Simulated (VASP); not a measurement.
A run of VASP 6.6.1 is set up as follows.

INCAR

```
SYSTEM = Li4MoAs2
ALGO = Normal
EDIFF = 1E-6
ENCUT = 520
GGA = PE
ISIF = 2
ISMEAR = 0
LASPH = .True.
LCHARG = .True.
LELF = .True.
LREAL = .False.
LVHAR = .True.
LWAVE = .False.
NBANDS = 27
NELM = 80
PREC = Accurate
SIGMA = 0.1
```

KPOINTS

```
k-points
0
Gamma
  6 6 6
  0 0 0
```

The input POSCAR:

```
Li4MoAs2
1.0
   -2.2672196687      2.2672196687      6.5665261380
    2.2672196687     -2.2672196687      6.5665261380
    2.2672196687      2.2672196687     -6.5665261380
Li Mo As
4 1 2
Direct
    0.5000000000      0.0000000000      0.5000000000
    0.0000000000      0.5000000000      0.5000000000
    0.2009452102      0.2009452102      0.0000000000
    0.7990547898      0.7990547898      0.0000000000
    0.0000000000      0.0000000000      0.0000000000
    0.4011208625      0.4011208625      0.0000000000
    0.5988791375      0.5988791375      0.0000000000
```

Potentials or basis: VASP PAW PBE potentials, release 64 (Li_sv, Mo_sv, As).

Command:

```sh
$ cat potpaw_PBE.64/Li_sv/POTCAR potpaw_PBE.64/Mo_sv/POTCAR potpaw_PBE.64/As/POTCAR > POTCAR
$ mpirun -np 1 vasp_std > vasp.out
```

Task: Estimate the largest force.

Result: 0.021 eV/Å.

Task: Estimate the band gap on the k mesh.

Result: Zero (band 18 reaches 3.43 eV, above the bottom of band 19 at 3.09 eV).

Forces on the atoms (eV/Å):
```
Li   0.000  0.000  0.000
Li   0.000  0.000  0.000
Li   0.000  0.000  0.006
Li   0.000  0.000 -0.006
Mo   0.000  0.000  0.000
As   0.000  0.000 -0.021
As   0.000  0.000  0.021
```
